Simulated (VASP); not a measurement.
# Al2Cu (P4/mmm) in VASP: notebook, part 2 of 2

VASP 6.6.1. The steps go on from the part before.

### 3 Single point, PBE

This run uses another cell than the first one, of 17.10 Å³/atom.

INCAR

```
SYSTEM = Al2Cu
PREC = Accurate ; ENCUT = 520
EDIFF = 1E-6 ; ISMEAR = 0
SIGMA = 0.15 ; LREAL = .FALSE.
LASPH = .TRUE. ; NELM = 60
ALGO = Fast ; ISIF = 2
LWAVE = .FALSE. ; LCHARG = .TRUE.
GGA = PE ; LELF = .TRUE.
LVHAR = .TRUE. ; NBANDS = 16
```

KPOINTS

```
Automatic mesh
0
G
  10 10 14
  0 0 0
```

POSCAR

```
Al2Cu
1.0
    4.2173000000      0.0000000000      0.0000000000
    0.0000000000      4.2173000000      0.0000000000
    0.0000000000      0.0000000000      2.8847334069
Al Cu
2 1
Direct
    0.5000000000      0.0000000000      0.5000000000
    0.0000000000      0.5000000000      0.5000000000
    0.0000000000      0.0000000000      0.0000000000
```

Potentials or basis: VASP PAW PBE potentials, release 64 (Al, Cu).

Command:

```bash
$ cat potpaw_PBE.64/Al/POTCAR potpaw_PBE.64/Cu/POTCAR > POTCAR
$ mpirun -np 1 vasp_std > vasp.out
```

OUTCAR:

```text
SYSTEM = Al2Cu
   PREC = Accurate
   ENCUT = 520
   EDIFF = 1E-6
   ISMEAR = 0
   LREAL = .FALSE.
   LASPH = .TRUE.
   NELM = 60
   ISIF = 2
   GGA = PE

 ion  position               nearest neighbor table
   1  0.500  0.000  0.500-   3 2.55   3 2.55   3 2.55   3 2.55   2 2.98   2 2.98   2 2.98   2 2.98

   2  0.000  0.500  0.500-   3 2.55   3 2.55   3 2.55   3 2.55   1 2.98   1 2.98   1 2.98   1 2.98

   3  0.000  0.000  0.000-   1 2.55   2 2.55   1 2.55   2 2.55   2 2.55   2 2.55   1 2.55   1 2.55

  LATTYP: Found a simple tetragonal cell.
 ALAT       =     4.2173000000
 C/A-ratio  =     0.6840237609

  Lattice vectors:

 A1 = (   4.2173000000,   0.0000000000,   0.0000000000)
 A2 = (   0.0000000000,   4.2173000000,   0.0000000000)
 A3 = (   0.0000000000,   0.0000000000,   2.8847334069)

Analysis of symmetry for initial positions (statically):
=====================================================================
 Subroutine PRICEL returns:
 Original cell was already a primitive cell.

 Routine SETGRP: Setting up the symmetry group for a
 simple tetragonal supercell.

 Subroutine GETGRP returns: Found 16 space group operations
 (whereof 16 operations were pure point group operations)
 out of a pool of 16 trial point group operations.

The static configuration has the point symmetry D_4h.

Analysis of symmetry for dynamics (positions and initial velocities):
=====================================================================
 Subroutine PRICEL returns:
 Original cell was already a primitive cell.

 Routine SETGRP: Setting up the symmetry group for a
 simple tetragonal supercell.

 Subroutine GETGRP returns: Found 16 space group operations
 (whereof 16 operations were pure point group operations)
 out of a pool of 16 trial point group operations.

The dynamic configuration has the point symmetry D_4h.

[... 119 lines left out ...]
     AMIX     =   0.40;   BMIX     =  1.00
     AMIX_MAG =   1.60;   BMIX_MAG =  1.00
  volume/ion in A,a.u.               =      17.10       115.41
  Fermi-wavevector in a.u.,A,eV,Ry     =   1.132834  2.140746 17.460529  1.283313
  Thomas-Fermi vector in A             =   2.269536
   LORBIT       =      0    0 simple, 1 ext, 2 COOP (PROOUT), +10 PAW based schemes
   GGA     = PE    functional components
   LHFCALC =     F    Hartree Fock is set to
   AEXX    =    0.0000 exact exchange contribution
   IVDW    =     0    specifies the selected vdW correction
   LEPSILON=     F    determine dielectric tensor
   LRPA    =     F    only Hartree local field effects (RPA)
 non-spin polarized calculation
 RMM-DIIS sequential band-by-band and
 Gauss-broadening in eV      SIGMA  =   0.15
  energy-cutoff  :      520.00
  volume of cell :       51.31
 maximum number of plane-waves:      1411
 NGX is ok and might be reduce to    32
   NGX = 15   NGY = 15   NGZ = 11

 number of electron      17.0000018 magnetization

 Free energy of the ion-electron system (eV)
  ---------------------------------------------------
  ext. energy  EPLUGINS =         0.00000000
  ---------------------------------------------------
  free energy    TOTEN  =       -11.27353840 eV

  energy without entropy =      -11.26249154  energy(sigma->0) =      -11.26801497

 E-fermi :   6.6414     XC(G=0): -10.1768

 val. band max:        6.6173582256   @ k =   0.5000   0.5000   0.4286
 cond. band min:       6.6422339646   @ k =   0.2000   0.1000   0.5000
 fundamental gap:      0.0248757390
 Fermi energy:         6.6414301580

 k-point     1 :       0.0000    0.0000    0.0000
  band No.  band energies     occupation
      1      -3.5559      2.00000
      2       1.3754      2.00000
      3       1.9847      2.00000
      4       2.5854      2.00000
      5       2.8221      2.00000
      6       2.8221      2.00000
[... 433 lines left out ...]
      3       1.9506      2.00000
      4       2.5134      2.00000
      5       2.6604      2.00000
      6       2.7410      2.00000
[... 8 lines left out ...]
     15      16.1984      0.00000
     16      16.6763      0.00000

 [... further k-points ...]

------------------------ aborting loop because EDIFF is reached ----------------------------------------

  FORCE on cell =-STRESS in cart. coord.  units (eV):
  Direction    XX          YY          ZZ          XY          YZ          ZX
  --------------------------------------------------------------------------------------
  -------------------------------------------------------------------------------------
  Total       -1.2488715     -1.2488715     -0.9523047      0.0000000      0.0000000      0.0000000
  in kB      -38.9990184    -38.9990184    -29.7380046      0.0000000      0.0000000      0.0000000
  external PRESSURE =     -35.9120138 kB  Pullay stress =       0.0000000 kB

 VOLUME and BASIS-vectors are now :
 -----------------------------------------------------------------------------
  energy-cutoff  :      520.00
  volume of cell :       51.31
      direct lattice vectors                 reciprocal lattice vectors
     4.217300000  0.000000000  0.000000000     0.237118536  0.000000000  0.000000000
     0.000000000  4.217300000  0.000000000     0.000000000  0.237118536  0.000000000
     0.000000000  0.000000000  2.884733407     0.000000000  0.000000000  0.346652484

 POSITION                                       TOTAL-FORCE (eV/Angst)
 -----------------------------------------------------------------------------------
      2.10865      0.00000      1.44237         0.000000      0.000000      0.000000
      0.00000      2.10865      1.44237         0.000000      0.000000      0.000000
      0.00000      0.00000      0.00000         0.000000      0.000000      0.000000
 -----------------------------------------------------------------------------------
    total drift:                               -0.000000     -0.000000      0.000000

  FREE ENERGIE OF THE ION-ELECTRON SYSTEM (eV)
  ---------------------------------------------------
  free  energy   TOTEN  =       -11.2735383954 eV

  energy  without entropy=      -11.2624915383  energy(sigma->0) =      -11.26801497
```

OSZICAR:

```text
N       E                     dE             d eps       ncg     rms          rms(c)
DAV:   1     0.613663944657E+02    0.61366E+02   -0.68131E+03  5392   0.108E+03
DAV:   2    -0.106367583070E+02   -0.72003E+02   -0.63685E+02  5640   0.197E+02
DAV:   3    -0.132258058816E+02   -0.25890E+01   -0.25180E+01  7280   0.424E+01
DAV:   4    -0.132844788230E+02   -0.58673E-01   -0.58650E-01  6744   0.543E+00
DAV:   5    -0.132873565011E+02   -0.28777E-02   -0.28776E-02  8376   0.133E+00    0.134E+01
RMM:   6    -0.150902478607E+02   -0.18029E+01   -0.32388E+01  6674   0.866E+01    0.118E+01
RMM:   7    -0.113643914768E+02    0.37259E+01   -0.90708E+00  6028   0.494E+01    0.150E+00
RMM:   8    -0.112850429874E+02    0.79348E-01   -0.84348E-01  5769   0.142E+01    0.142E+00
RMM:   9    -0.112720636494E+02    0.12979E-01   -0.10454E-01  6386   0.441E+00    0.366E-01
RMM:  10    -0.112758880234E+02   -0.38244E-02   -0.40842E-02  6778   0.255E+00    0.469E-01
RMM:  11    -0.112731474299E+02    0.27406E-02   -0.12524E-02  6802   0.157E+00    0.504E-02
RMM:  12    -0.112735471036E+02   -0.39967E-03   -0.35991E-03  7587   0.506E-01    0.741E-02
RMM:  13    -0.112737522348E+02   -0.20513E-03   -0.13825E-03  6725   0.494E-01    0.105E-01
RMM:  14    -0.112735203616E+02    0.23187E-03   -0.45414E-04  6510   0.290E-01    0.151E-02
RMM:  15    -0.112735377645E+02   -0.17403E-04   -0.18031E-04  7917   0.898E-02    0.173E-02
RMM:  16    -0.112735409904E+02   -0.32259E-05   -0.22899E-05  7271   0.428E-02    0.244E-02
RMM:  17    -0.112735386482E+02    0.23422E-05   -0.11910E-05  6483   0.544E-02    0.133E-02
RMM:  18    -0.112735383954E+02    0.25279E-06   -0.30890E-06  4904   0.137E-02
   1 F= -.11273538E+02 E0= -.11268015E+02  d E =-.110469E-01
```

It took 68 s on 1 thread of Intel Xeon 6975P-C (Granite Rapids), shared host; peak memory 0.25 GiB.

Results:

| Item | Value |
| --- | --- |
| Free energy | -11.2735 eV |
| Pressure | -3.6 GPa |
| Band gap on the k mesh | zero (an odd number of electrons rules out a gap without spin polarisation) |

Stress tensor (GPa, compression positive):
```
-3.90  0.00  0.00
 0.00 -3.90  0.00
 0.00  0.00 -2.97
```

Caveat: the cell stands under tension.
